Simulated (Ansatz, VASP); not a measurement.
**HfMg3: VASP beside Ansatz**

```
Hf Mg
1.0
     4.43519    0.00000    0.00000
     0.00000    4.43519    0.00000
     0.00000    0.00000    4.43519
Hf Mg
1 3
Direct
  0.00000 0.00000 0.00000
  0.00000 0.50000 0.50000
  0.50000 0.50000 0.00000
  0.50000 0.00000 0.50000
```

Alike in both runs: task single point; functional PBE; k mesh 8 × 8 × 8; occupations tetrahedron; no spin polarisation.

|  | VASP | Ansatz |
| --- | --- | --- |
| version | VASP 6.6.1 | Ansatz 0.2.0 |
| potentials or method | VASP PAW PBE potentials, release 64 (Hf_pv, Mg), cutoff 520 eV | scalar-relativistic, plane waves, PAW |
| valence electrons in the cell | 16 | 56 |

VASP gave:

* gap on the k mesh at the Fermi level (eV): none
* pressure (GPa): -0.1

Q: Which values does Ansatz return?

A: gap on the k mesh at the Fermi level (eV): none; pressure (GPa): 0.0.

A gap of «none» marks a metal or a gap that the smearing closes. VASP's potentials hold 16 valence electrons a cell and Ansatz's 56, so a difference there can come from the potentials and not from the codes. Ansatz's warnings: band table not solved further, stress scf threshold loose, tetrahedron derivatives may miss energy slope.

Spin-orbit coupling is off throughout.
